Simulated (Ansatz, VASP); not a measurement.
# NbTe3: VASP beside Ansatz

```
Nb Te
1.0
     9.90581    0.00000    0.00000
    -4.95290    8.57868    0.00000
     0.00000    0.00000    3.43033
Nb Te
2 6
Direct
  0.33333 0.66667 0.25000
  0.66667 0.33333 0.75000
  0.79375 0.58749 0.25000
  0.20625 0.79375 0.75000
  0.41251 0.20625 0.25000
  0.20625 0.41251 0.75000
  0.79375 0.20625 0.25000
  0.58749 0.79375 0.75000
```

Alike in both runs: functional PBE; k mesh 6 × 6 × 12; occupations gaussian, width 0.1 eV; no spin polarisation.

Ansatz relaxed the structure, and its values are those at the end. VASP's run is a single point on that final structure, the one shown.

```csv
,VASP,Ansatz
version,VASP 6.6.1,Ansatz 0.2.0
potentials or method,"VASP PAW PBE potentials, release 64 (Nb_sv, Te), cutoff 520 eV","scalar-relativistic, plane waves, PAW"
valence electrons in the cell,62,122
```

Ansatz gave:

```
gap on the k mesh at the Fermi level (eV) : none
pressure (GPa)                            : 0.0
rms of the force components (eV/Å)        : 0.000
```

Q: What did VASP give for the same quantities?

A: gap on the k mesh at the Fermi level (eV): none; pressure (GPa): -0.1; rms of the force components (eV/Å): 0.005.

A gap of «none» marks a metal or a gap that the smearing closes. VASP's potentials hold 62 valence electrons a cell and Ansatz's 122, so a difference there can come from the potentials and not from the codes. Ansatz's warnings: xc potential rough in thin density.

Spin-orbit coupling is off throughout.
